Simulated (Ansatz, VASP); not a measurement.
Pb in VASP and in Ansatz

```
Pb
1.0
     5.67478    0.00000    0.00000
    -2.83739    4.91451    0.00000
     0.00000    0.00000    3.42540
Pb
3
Direct
  0.00000 0.00000 0.00000
  0.33333 0.66667 0.50000
  0.66667 0.33333 0.50000
```

Alike in both runs: task single point; functional revPBE; k mesh 7 × 7 × 10; occupations fermi-dirac, width 0.1 eV; no spin polarisation.

```csv
,VASP,Ansatz
version,VASP 6.6.1,Ansatz 0.2.0
potentials or method,"VASP PAW PBE potentials, release 64 (Pb_d), cutoff 520 eV","plane waves (420 eV) with PAW, scalar-relativistic"
valence electrons in the cell,42,42
```

|  | VASP | Ansatz | Ansatz less VASP |
| --- | --- | --- | --- |
| pressure (GPa) | 1.6 | 1.6 | +0.05 |
| traceless stress, the component that is largest in VASP (GPa) | -0.46 | -0.46 | +0.005 |

VASP's potentials were made for PBE, not for revPBE.

Spin-orbit coupling is off throughout.
